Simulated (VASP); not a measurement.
# Hf7S (P-6m2) in VASP: single point with PBE

Aim: the single point of Hf7S with PBE.

Everything below comes from runs of VASP 6.6.1. Logs are shortened: lines on timing, memory, paths and dates and some standing lists are left out, and cuts for length are marked.

**1. The cell of the first run**

Symmetry: P-6m2, No. 187, hexagonal system. The conventional cell has a = 6.201 Å, b = 6.201 Å, c = 5.095 Å, α = 90.00°, β = 90.00°, γ = 120.00°. Within 4.1 Å of Hf (site symmetry mm2) lie 10 Hf at 3.08 to 3.12 Å and 2 S at 3.10 Å. Hf (site symmetry mm2) has 10 Hf at 3.06 to 3.14 Å and 2 S at 3.10 Å within 4.0 Å. Hf (site symmetry -6m2) has 12 Hf at 3.10 to 3.11 Å within 4.1 Å. S (site symmetry -6m2) has 12 Hf at 3.10 Å within 4.1 Å.

The cell was built from a structure type or drawn by symmetry, and may not be a known phase.

**2. Single point, PBE**

INCAR

```
SYSTEM = Hf7S
PREC = Accurate
ENCUT = 520
EDIFF = 1E-6
ISMEAR = 0
SIGMA = 0.1
LREAL = .FALSE.
LASPH = .TRUE.
NELM = 100
ALGO = Normal
ISIF = 2
LWAVE = .FALSE.
LCHARG = .FALSE.
GGA = PE
NBANDS = 48
```

KPOINTS

```
Automatic mesh
0
G
  6 6 8
  0 0 0
```

POSCAR

```
Hf7S
1.0
    6.2010731189      0.0000000000      0.0000000000
   -3.1005365594      5.3702868517      0.0000000000
    0.0000000000      0.0000000000      5.0948999765
Hf S
7 1
Direct
    0.5010707808      0.0021415617      0.5000000000
    0.9978584383      0.4989292192      0.5000000000
    0.5010707808      0.4989292192      0.5000000000
    0.1643774101      0.8356225899      0.0000000000
    0.6712451798      0.8356225899      0.0000000000
    0.1643774101      0.3287548202      0.0000000000
    0.6666666667      0.3333333333      0.0000000000
    0.0000000000      0.0000000000      0.5000000000
```

Potentials or basis: VASP PAW PBE potentials, release 64 (Hf_pv, S).

Command:

```sh
> cat potpaw_PBE.64/Hf_pv/POTCAR potpaw_PBE.64/S/POTCAR > POTCAR
> mpirun -np 1 vasp_std > vasp.out
```

OUTCAR:

```text
SYSTEM = Hf7S
   PREC = Accurate
   ENCUT = 520
   EDIFF = 1E-6
   ISMEAR = 0
   LREAL = .FALSE.
   LASPH = .TRUE.
   NELM = 100
   ISIF = 2
   GGA = PE

 ion  position               nearest neighbor table
   1  0.501  0.002  0.500-   3 3.08   2 3.08   8 3.10   8 3.10   7 3.11   7 3.11   3 3.12   2 3.12
                             4 3.12   4 3.12   5 3.12   5 3.12
   2  0.998  0.499  0.500-   3 3.08   1 3.08   8 3.10   8 3.10   7 3.11   7 3.11   3 3.12   1 3.12
                             4 3.12   4 3.12   6 3.12   6 3.12
   3  0.501  0.499  0.500-   1 3.08   2 3.08   8 3.10   8 3.10   7 3.11   7 3.11   1 3.12   2 3.12
                             5 3.12   5 3.12   6 3.12   6 3.12
   4  0.164  0.836  0.000-   6 3.06   5 3.06   8 3.10   8 3.10   7 3.10   7 3.10   2 3.12   2 3.12
                             1 3.12   1 3.12   6 3.14   5 3.14
   5  0.671  0.836  0.000-   4 3.06   6 3.06   8 3.10   8 3.10   7 3.10   7 3.10   3 3.12   3 3.12
                             1 3.12   1 3.12   4 3.14   6 3.14
   6  0.164  0.329  0.000-   4 3.06   5 3.06   8 3.10   8 3.10   7 3.10   7 3.10   3 3.12   3 3.12
                             2 3.12   2 3.12   4 3.14   5 3.14
   7  0.667  0.333  0.000-   5 3.10   6 3.10   4 3.10   4 3.10   5 3.10   6 3.10   1 3.11   1 3.11
                             2 3.11   2 3.11   3 3.11   3 3.11
   8  0.000  0.000  0.500-   4 3.10   4 3.10   6 3.10   6 3.10   5 3.10   5 3.10   2 3.10   1 3.10
                             3 3.10   3 3.10   2 3.10   1 3.10

  LATTYP: Found a hexagonal cell.
 ALAT       =     6.2010731189
 C/A-ratio  =     0.8216158524

  Lattice vectors:

 A1 = (   6.2010731189,   0.0000000000,   0.0000000000)
 A2 = (  -3.1005365594,   5.3702868517,   0.0000000000)
 A3 = (   0.0000000000,   0.0000000000,   5.0948999765)

Analysis of symmetry for initial positions (statically):
=====================================================================
 Subroutine PRICEL returns:
 Original cell was already a primitive cell.

 Routine SETGRP: Setting up the symmetry group for a
 hexagonal supercell.

 Subroutine GETGRP returns: Found 12 space group operations
 (whereof 12 operations were pure point group operations)
 out of a pool of 24 trial point group operations.

The static configuration has the point symmetry D_3h.

Analysis of symmetry for dynamics (positions and initial velocities):
=====================================================================
 Subroutine PRICEL returns:
 Original cell was already a primitive cell.

 Routine SETGRP: Setting up the symmetry group for a
 hexagonal supercell.

 Subroutine GETGRP returns: Found 12 space group operations
 (whereof 12 operations were pure point group operations)
 out of a pool of 24 trial point group operations.

The dynamic configuration has the point symmetry D_3h.

 Subroutine INISYM returns: Found 12 space group operations
 (whereof 12 operations are pure point group operations),
 and found     1 'primitive' translations

----------------------------------------------------------------------------------------

                                     Primitive cell

  volume of cell :     169.6680

  direct lattice vectors                    reciprocal lattice vectors
     6.201073119  0.000000000  0.000000000     0.161262411  0.093104896  0.000000000
    -3.100536559  5.370286852  0.000000000     0.000000000  0.186209792  0.000000000
     0.000000000  0.000000000  5.094899976     0.000000000  0.000000000  0.196274707

  length of vectors
     6.201073119  6.201073119  5.094899976     0.186209792  0.186209792  0.196274707

  position of ions in fractional coordinates (direct lattice)
     0.501070781  0.002141562  0.500000000
     0.997858438  0.498929219  0.500000000
     0.501070781  0.498929219  0.500000000
     0.164377410  0.835622590  0.000000000
     0.671245180  0.835622590  0.000000000
     0.164377410  0.328754820  0.000000000
     0.666666667  0.333333333  0.000000000
     0.000000000  0.000000000  0.500000000

  ion indices of the primitive-cell ions
   primitive index   ion index
                 1           1
                 2           2
                 3           3
                 4           4
                 5           5
                 6           6
                 7           7
                 8           8

----------------------------------------------------------------------------------------

 KPOINTS: Automatic mesh

Automatic generation of k-mesh.
 Grid dimensions read from file:
 generate k-points for:    6    6    8

 Generating k-lattice:

  Cartesian coordinates                     Fractional coordinates (reciprocal lattice)
     0.026877068  0.015517483  0.000000000     0.166666667  0.000000000  0.000000000
     0.000000000  0.031034965  0.000000000     0.000000000  0.166666667  0.000000000
     0.000000000  0.000000000  0.024534338     0.000000000  0.000000000  0.125000000

  Length of vectors
     0.031034965  0.031034965  0.024534338

  Shift w.r.t. Gamma in fractional coordinates (k-lattice)
     0.000000000  0.000000000  0.000000000

 Subroutine IBZKPT returns following result:
 ===========================================

 Found     35 irreducible k-points:

 Following reciprocal coordinates:
            Coordinates               Weight
  0.000000  0.000000  0.000000      1.000000
  0.166667  0.000000  0.000000      6.000000
  0.333333  0.000000  0.000000      6.000000
  0.500000  0.000000  0.000000      3.000000
  0.166667  0.166667  0.000000      6.000000
  0.333333  0.166667  0.000000     12.000000
[... 16 lines left out ...]
  0.166667  0.000000  0.375000     12.000000
  0.333333  0.000000  0.375000     12.000000
 [... further k-points ...]
   k-points           NKPTS =     35   k-points in BZ     NKDIM =     35   number of bands    NBANDS=     48
   number of dos      NEDOS =    301   number of ions     NIONS =      8
   total plane-waves  NPLWV =  92160
   dimension x,y,z NGX =    48 NGY =   48 NGZ =   40
   dimension x,y,z NGXF=    96 NGYF=   96 NGZF=   80
   ions per type =               7   1
   NGX,Y,Z   is equivalent  to a cutoff of  12.87, 12.87, 13.05 a.u.
   NGXF,Y,Z  is equivalent  to a cutoff of  25.74, 25.74, 26.10 a.u.
 SYSTEM =  Hf7S
   PREC   = accura    normal or accurate (medium, high low for compatibility)
   ISTART =      0    job   : 0-new  1-cont  2-samecut
   ICHARG =      2    charge: 1-file 2-atom 10-const
   ISPIN  =      1    spin polarized calculation?
   LNONCOLLINEAR =      F non collinear calculations
   LSORBIT =      F    spin-orbit coupling
   LASPH  =      T    aspherical Exc in radial PAW
   ENCUT  =  520.0 eV  38.22 Ry    6.18 a.u.  11.53 11.53  9.47*2*pi/ulx,y,z
   NELM   =    100;   NELMIN=  2; NELMDL= -5     # of ELM steps
   EDIFF  = 0.1E-05   stopping-criterion for ELM
   LREAL  =      F    real-space projection
   EDIFFG = 0.1E-04   stopping-criterion for IOM
   NSW    =      0    number of steps for IOM
   IBRION =     -1    ionic relax: 0-MD 1-quasi-New 2-CG
   NFREE  =      0    steps in history (QN), initial steepest desc. (CG)
   ISIF   =      2    stress and relaxation
   ISYM   =      2    0-nonsym 1-usesym 2-fastsym
   POTIM  = 0.5000    time-step for ionic-motion
   TEBEG  =    0.0;   TEEND  =   0.0 temperature during run
   PSTRESS=    0.0 pullay stress
   NELECT =      76.0000    total number of electrons
   NUPDOWN=      -1.0000    fix difference up-down
   EMIN   =  10.00;   EMAX   =-10.00  energy-range for DOS
   EFERMI =   0.00;   METHOD = LEGACY
   ISMEAR =     0;   SIGMA  =   0.10  broadening in eV -4-tet -1-fermi 0-gaus
   EFERMI_NEDOS =   21; number of points for ismear=-14 and -15
   IALGO  =     38    algorithm
   IMIX   =      4    mixing-type and parameters
     AMIX     =   0.40;   BMIX     =  1.00
     AMIX_MAG =   1.60;   BMIX_MAG =  1.00
  volume/ion in A,a.u.               =      21.21       143.12
  Fermi-wavevector in a.u.,A,eV,Ry     =   1.252601  2.367072 21.347661  1.569009
  Thomas-Fermi vector in A             =   2.386493
   LORBIT       =      0    0 simple, 1 ext, 2 COOP (PROOUT), +10 PAW based schemes
   GGA     = PE    functional components
   LHFCALC =     F    Hartree Fock is set to
   AEXX    =    0.0000 exact exchange contribution
   IVDW    =     0    specifies the selected vdW correction
   LEPSILON=     F    determine dielectric tensor
   LRPA    =     F    only Hartree local field effects (RPA)
 non-spin polarized calculation
 Gauss-broadening in eV      SIGMA  =   0.10
  energy-cutoff  :      520.00
  volume of cell :      169.67
 maximum number of plane-waves:      4614
 NGX is ok and might be reduce to    48
   NGX = 23   NGY = 23   NGZ = 19

 number of electron      76.0000001 magnetization

 Free energy of the ion-electron system (eV)
  ---------------------------------------------------
  ext. energy  EPLUGINS =         0.00000000
  ---------------------------------------------------
  free energy    TOTEN  =       -73.65153538 eV

  energy without entropy =      -73.61177245  energy(sigma->0) =      -73.63165391

 E-fermi :   5.3493     XC(G=0): -11.3230

 val. band max:        5.3461830288   @ k =   0.5000   0.0000   0.3750
 cond. band min:       5.3517112313   @ k =   0.3333   0.3333   0.2500
 fundamental gap:      0.0055282025
 Fermi energy:         5.3492735963

 k-point     1 :       0.0000    0.0000    0.0000
  band No.  band energies     occupation
      1     -25.6260      2.00000
      2     -25.5978      2.00000
      3     -25.5026      2.00000
      4     -25.5026      2.00000
      5     -25.4109      2.00000
      6     -25.3790      2.00000
[... 40 lines left out ...]
     47       7.4879      0.00000
     48       7.4879      0.00000

 k-point     2 :       0.1667    0.0000    0.0000
  band No.  band energies     occupation
      1     -25.5922      2.00000
      2     -25.5826      2.00000
      3     -25.4785      2.00000
      4     -25.4753      2.00000
      5     -25.3897      2.00000
      6     -25.3603      2.00000
[... 40 lines left out ...]
     47       7.3817      0.00000
     48       7.4125      0.00000

 k-point     3 :       0.3333    0.0000    0.0000
  band No.  band energies     occupation
      1     -25.5430      2.00000
      2     -25.5180      2.00000
      3     -25.4206      2.00000
      4     -25.4172      2.00000
      5     -25.3737      2.00000
      6     -25.3541      2.00000
[... 40 lines left out ...]
     47       7.3277      0.00000
     48       7.5301      0.00000

 k-point     4 :       0.5000    0.0000    0.0000
  band No.  band energies     occupation
      1     -25.5116      2.00000
      2     -25.4751      2.00000
      3     -25.4145      2.00000
      4     -25.4067      2.00000
      5     -25.3679      2.00000
      6     -25.3216      2.00000
[... 958 lines left out ...]
     47       7.8133      0.00000
     48       7.8158      0.00000

 k-point    23 :       0.1667    0.0000    0.3750
  band No.  band energies     occupation
      1     -25.6017      2.00000
      2     -25.5565      2.00000
      3     -25.5560      2.00000
      4     -25.5217      2.00000
      5     -25.4883      2.00000
      6     -25.4835      2.00000
[... 40 lines left out ...]
     47       7.5141      0.00000
     48       7.7224      0.00000

 k-point    24 :       0.3333    0.0000    0.3750
  band No.  band energies     occupation
      1     -25.5502      2.00000
      2     -25.5243      2.00000
      3     -25.4899      2.00000
      4     -25.4547      2.00000
      5     -25.4302      2.00000
      6     -25.4203      2.00000
[... 40 lines left out ...]
     47       7.2775      0.00000
     48       7.4172      0.00000

 [... further k-points ...]

------------------------ aborting loop because EDIFF is reached ----------------------------------------

  FORCE on cell =-STRESS in cart. coord.  units (eV):
  Direction    XX          YY          ZZ          XY          YZ          ZX
  --------------------------------------------------------------------------------------
  -------------------------------------------------------------------------------------
  Total       -0.4708095     -0.4708095     -0.5395586     -0.0000000     -0.0000000      0.0000000
  in kB       -4.4458601     -4.4458601     -5.0950590     -0.0000000     -0.0000000      0.0000000
  external PRESSURE =      -4.6622598 kB  Pullay stress =       0.0000000 kB

 VOLUME and BASIS-vectors are now :
 -----------------------------------------------------------------------------
  energy-cutoff  :      520.00
  volume of cell :      169.67
      direct lattice vectors                 reciprocal lattice vectors
     6.201073119  0.000000000  0.000000000     0.161262411  0.093104896  0.000000000
    -3.100536559  5.370286852  0.000000000     0.000000000  0.186209792  0.000000000
     0.000000000  0.000000000  5.094899976     0.000000000  0.000000000  0.196274707

 POSITION                                       TOTAL-FORCE (eV/Angst)
 -----------------------------------------------------------------------------------
      3.10054      0.01150      2.54745         0.000000      0.002210      0.000000
      4.64084      2.67939      2.54745        -0.001914     -0.001105      0.000000
      1.56023      2.67939      2.54745         0.001914     -0.001105      0.000000
     -1.57156      4.48753      0.00000        -0.000186      0.000107     -0.000000
      1.57156      4.48753      0.00000         0.000186      0.000107     -0.000000
      0.00000      1.76551      0.00000        -0.000000     -0.000215     -0.000000
      3.10054      1.79010      0.00000        -0.000000     -0.000000      0.000000
      0.00000      0.00000      2.54745        -0.000000     -0.000000      0.000000
 -----------------------------------------------------------------------------------
    total drift:                                0.000000     -0.000000      0.000000

  FREE ENERGIE OF THE ION-ELECTRON SYSTEM (eV)
  ---------------------------------------------------
  free  energy   TOTEN  =       -73.6515353820 eV

  energy  without entropy=      -73.6117724457  energy(sigma->0) =      -73.63165391
```

Wall time 8.2 min (1 thread of Intel Xeon 8259CL, shared host); peak memory 0.41 GiB.

What came out:

| Property | Result |
| --- | --- |
| Free energy | -73.6515 eV |
| Pressure | -0.5 GPa |
| Band gap on the k mesh | zero (bands 38 and 39 overlap by 1.22 eV) |

Forces in eV/Å, atoms in the order of the input:
```
Hf   0.000  0.002  0.000
Hf  -0.002 -0.001  0.000
Hf   0.002 -0.001  0.000
Hf   0.000  0.000  0.000
Hf   0.000  0.000  0.000
Hf   0.000  0.000  0.000
Hf   0.000  0.000  0.000
S    0.000  0.000  0.000
```

Levels at points of the mesh, in eV from the Fermi level:
| k point | band 36 | band 37 | band 38 | band 39 | band 40 | band 41 |
| --- | --- | --- | --- | --- | --- | --- |
| (0.00, 0.00, 0.00) | -0.84 | 0.75 | 0.83 | 0.84 | 0.84 | 0.94 |
| (0.50, 0.00, 0.00) | -0.75 | -0.58 | -0.14 | 0.10 | 0.56 | 0.67 |
| (0.00, 0.00, 0.50) | -0.81 | -0.46 | -0.46 | -0.13 | 0.47 | 0.94 |
| (0.50, 0.00, 0.50) | -0.61 | -0.55 | -0.01 | 0.08 | 0.20 | 0.25 |

Caveat: spin-orbit coupling is left out, which moves the levels of the heavy elements.
